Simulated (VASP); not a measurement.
Wanted: the native input for a VASP 6.6.1 run.

| Item | Value |
| --- | --- |
| Task | single point |
| Functional | PBE |
| Potentials or basis | VASP PAW PBE potentials, release 64 (Al, Bi_d, Br) |
| Cutoff | 520 eV |
| k mesh | 4 × 4 × 4 |
| Occupations | gaussian, width 0.1 eV |
| Spin | no spin polarisation |
| Dipole correction | no |
| Further INCAR settings | ALGO = Normal; EDIFF = 1e-06; NBANDS = 22 |

The structure of Al2BiBr lies in POSCAR:

```
Al2BiBr
1.0
    4.7331523779      0.0000000000      0.0000000000
    0.0000000000      4.7331523779      0.0000000000
    0.0000000000      0.0000000000      6.5260650464
Al Bi Br
2 1 1
Direct
    0.5000000000      0.0000000000      0.7436240904
    0.0000000000      0.5000000000      0.2563759096
    0.0000000000      0.0000000000      0.5000000000
    0.5000000000      0.5000000000      0.0000000000
```

The cell was generated, and may not be a known phase.

One way to write it, as run:

INCAR

```
PREC = Accurate ; ENCUT = 520
EDIFF = 1E-6 ; ISMEAR = 0
SIGMA = 0.1 ; LREAL = F
LASPH = T ; NELM = 80
ALGO = Normal ; ISIF = 2
LWAVE = F ; LCHARG = F
GGA = PE ; NBANDS = 22
```

KPOINTS

```
Automatic mesh
0
Gamma
  4 4 4
```

Potentials or basis: VASP PAW PBE potentials, release 64 (Al, Bi_d, Br).

Launch:

```bash
$ cat potpaw_PBE.64/Al/POTCAR potpaw_PBE.64/Bi_d/POTCAR potpaw_PBE.64/Br/POTCAR > POTCAR
$ mpirun -np 1 vasp_std > vasp.out
```

It gave:

```json
{
 "Pressure": "0.1 GPa",
 "Largest force": "0.008 eV/Å",
 "Band gap on the k mesh": "zero (bands 14 and 15 overlap by 1.47 eV)"
}
```

Caveat: spin-orbit coupling is left out, which moves the levels of the heavy elements.

Wall time 30 s on 1 thread of Intel(R) Xeon(R) Platinum 8488C (Sapphire Rapids) (shared host), peak memory 0.27 GiB.
